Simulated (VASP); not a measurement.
Crystal: BaTiO3.

```
CELL_PARAMETERS angstrom
3.99980 0.00000 0.00000
0.00000 3.99980 0.00000
0.00000 0.00000 4.01800
ATOMIC_POSITIONS crystal
Ba 0.00000 0.00000 0.00000
Ti 0.50000 0.50000 0.49000
O 0.50000 0.50000 0.01900
O 0.50000 0.00000 0.51700
O 0.00000 0.50000 0.51700
```

Base run:

- Program: VASP 6.6.1
- Functional: PBE
- Potentials or basis: VASP PAW PBE potentials, release 64 (Ba_sv, Ti_sv, O)
- Cutoff: 520 eV
- k mesh: 6 × 6 × 6
- Occupations: gaussian, width 0.01 eV
- Spin: no spin polarisation
- Hubbard terms: Ti d U = 7.0 eV

Its results: band gap on the k mesh 2.66 eV (least direct gap 2.99 eV); pressure 10.0 GPa; largest force 0.917 eV/Å.

Task: After a change of settings the same cell gave: band gap on the k mesh 1.88 eV (least direct gap 2.18 eV); pressure 5.0 GPa; largest force 0.140 eV/Å. Which change was it?
A. hubbard terms from Ti d U = 7.0 eV to Ti d U = 5.0 eV
B. hubbard terms from Ti d U = 7.0 eV to Ti d U = 3.0 eV; further incar settings from ALGO = Normal; EDIFF = 1e-06; NBANDS = 28 to ALGO = Normal; EDIFF = 1e-07; NBANDS = 28
C. hubbard terms from Ti d U = 7.0 eV to Ti d U = 1.0 eV

Result: C.

Caveats: the cell stands under pressure; spin-orbit coupling is left out, which moves the levels of the heavy elements.
